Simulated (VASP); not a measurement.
# InBiPd (Pnma) in VASP: relaxation of cell and atoms with PBEsol

Aim: the relaxation of cell and atoms of InBiPd with PBEsol.

Program: VASP 6.6.1. These are calculated values, not measurements. Logs are shortened: lines on timing, memory, paths and dates and some standing lists are left out, and cuts for length are marked.

## (1) The cell of the first run

It takes space group Pnma (No. 62, orthorhombic). Conventional cell: a = 7.380 Å, b = 4.137 Å, c = 8.564 Å, α = 90.00°, β = 90.00°, γ = 90.00°. Within 4.2 Å of Bi (site symmetry m) lie 5 Pd at 2.94 to 3.11 Å and 6 In at 3.21 to 3.63 Å and 6 Bi at 3.51 to 4.14 Å. In (site symmetry m) has 4 Pd at 2.76 to 2.81 Å and 2 In at 3.07 Å and 6 Bi at 3.21 to 3.63 Å within 3.7 Å. Pd (site symmetry m) has 4 In at 2.76 to 2.81 Å and 5 Bi at 2.94 to 3.11 Å within 3.6 Å.

## (2) Relaxation of cell and atoms, PBEsol

Contents of INCAR:

```
SYSTEM = InBiPd
ALGO = Normal
EDIFF = 1E-7
EDIFFG = -0.01
ENCUT = 500
GGA = PS
GGA_COMPAT = .False.
IBRION = 2
ISIF = 3
ISMEAR = 0
KPAR = 4
LASPH = .True.
LCHARG = .False.
LREAL = .False.
LWAVE = .False.
NELM = 120
NELMIN = 4
NSW = 70
PREC = Accurate
SIGMA = 0.05
```

Contents of KPOINTS:

```
k-points
0
Gamma
  4 8 4
  0 0 0
```

Contents of POSCAR:

```
InBiPd
1.0
    7.3798762352      0.0000000000      0.0000000000
    0.0000000000      4.1370280314      0.0000000000
    0.0000000000      0.0000000000      8.5636619651
Bi In Pd
4 4 4
Direct
   -0.0513355082      0.2500000000      0.6597777919
    0.5513355082      0.7500000000      0.1597777919
    0.4486644918      0.2500000000      0.8402222081
    1.0513355082      0.7500000000      0.3402222081
    0.3654280623      0.2500000000      0.4356963044
    0.1345719377      0.7500000000      0.9356963044
    0.8654280623      0.2500000000      0.0643036956
    0.6345719377      0.7500000000      0.5643036956
    0.2382479496      0.2500000000      0.1323886004
    0.2617520504      0.7500000000      0.6323886004
    0.7382479496      0.2500000000      0.3676113996
    0.7617520504      0.7500000000      0.8676113996
```

Potentials or basis: VASP PAW PBE potentials, release 64 (Bi_d, In_d, Pd).

Run with:

```
$ cat potpaw_PBE.64/Bi_d/POTCAR potpaw_PBE.64/In_d/POTCAR potpaw_PBE.64/Pd/POTCAR > POTCAR
$ mpirun -np 4 vasp_std > vasp.out
```

OUTCAR:

```text
SYSTEM = InBiPd
   EDIFF = 1E-7
   EDIFFG = -0.01
   ENCUT = 500
   GGA = PS
   IBRION = 2
   ISIF = 3
   ISMEAR = 0
   LASPH = .True.
   LREAL = .False.
   NELM = 120
   NELMIN = 4
   NSW = 70
   PREC = Accurate

 ion  position               nearest neighbor table
   1  0.949  0.250  0.660-  11 2.94  12 3.06  12 3.06  10 3.11  10 3.11   8 3.21   8 3.21   6 3.43
                             6 3.43   4 3.51   4 3.51   7 3.52   5 3.63
   2  0.551  0.750  0.160-  12 2.94  11 3.06  11 3.06   9 3.11   9 3.11   7 3.21   7 3.21   5 3.43
                             5 3.43   3 3.51   3 3.51   8 3.52   6 3.63
   3  0.449  0.250  0.840-   9 2.94  10 3.06  10 3.06  12 3.11  12 3.11   6 3.21   6 3.21   8 3.43
                             8 3.43   2 3.51   2 3.51   5 3.52   7 3.63
   4  0.051  0.750  0.340-  10 2.94   9 3.06   9 3.06  11 3.11  11 3.11   5 3.21   5 3.21   7 3.43
                             7 3.43   1 3.51   1 3.51   6 3.52   8 3.63
   5  0.365  0.250  0.436-   9 2.76  10 2.78  10 2.78  11 2.81   8 3.07   8 3.07   4 3.21   4 3.21
                             2 3.43   2 3.43   3 3.52   1 3.63
   6  0.135  0.750  0.936-  10 2.76   9 2.78   9 2.78  12 2.81   7 3.07   7 3.07   3 3.21   3 3.21
                             1 3.43   1 3.43   4 3.52   2 3.63
   7  0.865  0.250  0.064-  11 2.76  12 2.78  12 2.78   9 2.81   6 3.07   6 3.07   2 3.21   2 3.21
                             4 3.43   4 3.43   1 3.52   3 3.63
   8  0.635  0.750  0.564-  12 2.76  11 2.78  11 2.78  10 2.81   5 3.07   5 3.07   1 3.21   1 3.21
                             3 3.43   3 3.43   2 3.52   4 3.63
   9  0.238  0.250  0.132-   5 2.76   6 2.78   6 2.78   7 2.81   3 2.94   4 3.06   4 3.06   2 3.11
                             2 3.11
  10  0.262  0.750  0.632-   6 2.76   5 2.78   5 2.78   8 2.81   4 2.94   3 3.06   3 3.06   1 3.11
                             1 3.11
  11  0.738  0.250  0.368-   7 2.76   8 2.78   8 2.78   5 2.81   1 2.94   2 3.06   2 3.06   4 3.11
                             4 3.11
  12  0.762  0.750  0.868-   8 2.76   7 2.78   7 2.78   6 2.81   2 2.94   1 3.06   1 3.06   3 3.11
                             3 3.11

  LATTYP: Found a simple orthorhombic cell.
 ALAT       =     4.1370280314
 B/A-ratio  =     1.7838593742
 C/A-ratio  =     2.0700033696

  Lattice vectors:

 A1 = (   0.0000000000,  -4.1370280314,   0.0000000000)
 A2 = (   7.3798762352,   0.0000000000,   0.0000000000)
 A3 = (   0.0000000000,   0.0000000000,   8.5636619651)

Analysis of symmetry for initial positions (statically):
=====================================================================
 Subroutine PRICEL returns:
 Original cell was already a primitive cell.

 Routine SETGRP: Setting up the symmetry group for a
 simple orthorhombic supercell.

 Subroutine GETGRP returns: Found  8 space group operations
 (whereof  2 operations were pure point group operations)
 out of a pool of  8 trial point group operations.

The static configuration has the point symmetry S_2 .
[... 165 lines left out ...]
   LRPA    =     F    only Hartree local field effects (RPA)
 conjugate gradient relaxation of ions
 non-spin polarized calculation
 Gauss-broadening in eV      SIGMA  =   0.05
  energy-cutoff  :      500.00
  volume of cell :      261.46
 maximum number of plane-waves:      6677
 NGX is ok and might be reduce to    54
   NGX = 27   NGY = 15   NGZ = 31

--------------------------------------- Ionic step        1  -------------------------------------------

 number of electron     151.9999976 magnetization

 Free energy of the ion-electron system (eV)
  ---------------------------------------------------
  ext. energy  EPLUGINS =         0.00000000
  ---------------------------------------------------
  free energy    TOTEN  =       -56.59607731 eV

  energy without entropy =      -56.58752573  energy(sigma->0) =      -56.59180152

------------------------ aborting loop because EDIFF is reached ----------------------------------------

  FORCE on cell =-STRESS in cart. coord.  units (eV):
  Direction    XX          YY          ZZ          XY          YZ          ZX
  --------------------------------------------------------------------------------------
  -------------------------------------------------------------------------------------
  Total        0.0109421      0.0940318     -0.3289759      0.0000000      0.0000000      0.0000000
  in kB        0.0670521      0.5762200     -2.0159403      0.0000000      0.0000000      0.0000000
  external PRESSURE =      -0.4575561 kB  Pullay stress =       0.0000000 kB
[... 119 lines left out ...]
  FREE ENERGIE OF THE ION-ELECTRON SYSTEM (eV)
  ---------------------------------------------------
  free  energy   TOTEN  =       -56.6008635304 eV

  energy  without entropy=      -56.5934984697  energy(sigma->0) =      -56.59718100

[... ionic steps 4 to 7 ...]

--------------------------------------- Ionic step        8  -------------------------------------------

 number of electron     152.0000022 magnetization

------------------------ aborting loop because EDIFF is reached ----------------------------------------
[... 87 lines left out ...]
--------------------------------------- Ionic step       10  -------------------------------------------

 number of electron     152.0000019 magnetization

 Free energy of the ion-electron system (eV)
  ---------------------------------------------------
  ext. energy  EPLUGINS =         0.00000000
  ---------------------------------------------------
  free energy    TOTEN  =       -56.60310862 eV

  energy without entropy =      -56.59592265  energy(sigma->0) =      -56.59951564

 E-fermi :   9.2841     XC(G=0): -11.5553

 val. band max:        9.2735859412   @ k =   0.0000   0.1250   0.0000
 cond. band min:       9.2916971316   @ k =   0.2500   0.5000   0.2500
 fundamental gap:      0.0181111904
 Fermi energy:         9.2841160653

 k-point     1 :       0.0000    0.0000    0.0000
  band No.  band energies     occupation
      1     -13.6126      2.00000
      2     -13.6097      2.00000
      3     -13.6028      2.00000
      4     -13.6009      2.00000
      5     -13.5945      2.00000
      6     -13.5915      2.00000
[... 2173 lines left out ...]
     87      13.1774      0.00000
     88      13.1774      0.00000

 [... further k-points ...]

 [bands above 88 left out]

------------------------ aborting loop because EDIFF is reached ----------------------------------------

  FORCE on cell =-STRESS in cart. coord.  units (eV):
  Direction    XX          YY          ZZ          XY          YZ          ZX
  --------------------------------------------------------------------------------------
  -------------------------------------------------------------------------------------
  Total       -0.0198529      0.0018939      0.0145033      0.0000000      0.0000000      0.0000000
  in kB       -0.1218495      0.0116242      0.0890160      0.0000000      0.0000000      0.0000000
  external PRESSURE =      -0.0070698 kB  Pullay stress =       0.0000000 kB
[... 27 lines left out ...]
  FREE ENERGIE OF THE ION-ELECTRON SYSTEM (eV)
  ---------------------------------------------------
  free  energy   TOTEN  =       -56.6031086219 eV

  energy  without entropy=      -56.5959226532  energy(sigma->0) =      -56.59951564

 reached required accuracy - stopping structural energy minimisation
```

It took 38 min on 4 MPI ranks of Intel Xeon Platinum 8259CL at 2.50GHz (Skylake/Cascade Lake), shared host; peak memory 0.87 GiB.

What came out:

- Free energy: -56.6031 eV
- Relaxed volume: 21.75 Å³/atom
- Relaxed cell: a = 7.370 Å, b = 4.149 Å, c = 8.538 Å, α = 90.00°, β = 90.00°, γ = 90.00°
- Space group after relaxing (to 0.1 Å): Pnma (No. 62)
- Energy gained by relaxing: 0.6 meV/atom
- Ionic steps: 10
- Pressure after relaxing: 0.0 GPa
- Largest force after relaxing: 0.009 eV/Å
- Band gap on the k mesh: zero (bands 76 and 77 overlap by 2.05 eV)

Forces on the atoms (eV/Å):
```
Bi  -0.001  0.000 -0.007
Bi   0.001  0.000 -0.007
Bi  -0.001  0.000  0.007
Bi   0.001  0.000  0.007
In   0.004  0.000  0.002
In  -0.004  0.000  0.002
In   0.004  0.000 -0.002
In  -0.004  0.000 -0.002
Pd   0.000  0.000  0.009
Pd   0.000  0.000  0.009
Pd   0.000  0.000 -0.009
Pd   0.000  0.000 -0.009
```

Step by step:
| step | energy change (eV) | largest force (eV/Å) | pressure (GPa) | volume (Å³) |
| --- | --- | --- | --- | --- |
| 1 | 0.0000 | 0.0933 | -0.05 | 261.46 |
| 2 | -0.0028 | 0.0643 | 0.02 | 261.22 |
| 3 | -0.0048 | 0.0466 | 0.19 | 260.61 |
| 4 | -0.0050 | 0.0356 | 0.15 | 260.76 |
| 5 | -0.0054 | 0.0336 | -0.21 | 261.70 |
| 6 | -0.0056 | 0.0342 | -0.09 | 261.38 |
| 7 | -0.0063 | 0.0220 | -0.06 | 261.27 |
| 8 | -0.0068 | 0.0115 | 0.00 | 261.08 |
| 9 | -0.0068 | 0.0135 | 0.01 | 261.03 |
| 10 | -0.0070 | 0.0091 | 0.00 | 261.04 |

Final structure:
```cif
data_structure
_symmetry_space_group_name_H-M 'P 1'
_symmetry_Int_Tables_number 1
_cell_length_a 7.3695
_cell_length_b 4.1486
_cell_length_c 8.5382
_cell_angle_alpha 90.000
_cell_angle_beta 90.000
_cell_angle_gamma 90.000
_cell_volume 261.04
loop_
_atom_site_label
_atom_site_type_symbol
_atom_site_fract_x
_atom_site_fract_y
_atom_site_fract_z
_atom_site_occupancy
Bi1 Bi 0.94934 0.25000 0.66179 1
Bi2 Bi 0.55066 0.75000 0.16179 1
Bi3 Bi 0.44934 0.25000 0.83821 1
Bi4 Bi 0.05066 0.75000 0.33821 1
In1 In 0.36560 0.25000 0.43798 1
In2 In 0.13440 0.75000 0.93798 1
In3 In 0.86560 0.25000 0.06202 1
In4 In 0.63440 0.75000 0.56202 1
Pd1 Pd 0.24000 0.25000 0.13344 1
Pd2 Pd 0.26000 0.75000 0.63344 1
Pd3 Pd 0.74000 0.25000 0.36656 1
Pd4 Pd 0.76000 0.75000 0.86656 1
```

Caveat: the PAW data sets were made with another functional, which shifts forces and pressure a little; spin-orbit coupling is left out, which moves the levels of the heavy elements.
